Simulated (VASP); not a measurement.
Wanted: the native input for a VASP 6.6.1 run.

| Item | Value |
| --- | --- |
| Task | single point |
| Functional | PBEsol |
| Potentials or basis | VASP PAW PBE potentials, release 64 (Si, O) |
| Cutoff | 520 eV |
| k mesh | 6 × 6 × 8 |
| Occupations | fermi-dirac, width 0.05 eV |
| Spin | no spin polarisation |
| Dipole correction | no |
| Further INCAR settings | ALGO = Normal; EDIFF = 1e-06; NBANDS = 25 |

The structure of SiO2 (Stishovite) lies in POSCAR:

```
SiO2
1.0
    4.1355270000      0.0000000000      0.0000000000
    0.0000000000      4.1355270000      0.0000000000
    0.0000000000      0.0000000000      2.7193143557
Si O
2 4
Direct
    0.0000000000      0.0000000000      0.0000000000
    0.5000000000      0.5000000000      0.5000000000
    0.3059000000      0.3059000000      0.0000000000
    0.1941000000      0.8059000000      0.5000000000
    0.6941000000      0.6941000000      0.0000000000
    0.8059000000      0.1941000000      0.5000000000
```

One way to write it, as run:

INCAR

```
SYSTEM = SiO2
PREC = Accurate
ENCUT = 520
EDIFF = 1E-6
ISMEAR = -1
SIGMA = 0.05
LREAL = .False.
LASPH = .True.
NELM = 60
ALGO = Normal
ISIF = 2
LWAVE = .False.
LCHARG = .False.
GGA = PS
NBANDS = 25
```

KPOINTS

```
regular mesh
0
Gamma
  6 6 8
  0 0 0
```

Potentials or basis: VASP PAW PBE potentials, release 64 (Si, O).

The run is started by

```console
$ cat potpaw_PBE.64/Si/POTCAR potpaw_PBE.64/O/POTCAR > POTCAR
$ mpirun -np 1 vasp_std > vasp.out
```

Results of the run:

```json
{
 "Pressure": "3.7 GPa",
 "Largest force": "0.234 eV/Å",
 "Band gap on the k mesh": "5.47 eV, direct"
}
```

Caveat: the PAW data sets were made with another functional, which shifts forces and pressure a little.

Run time: 27 s on 1 thread of Intel Xeon 6975P-C, with other jobs on the host, peak memory 0.18 GiB.
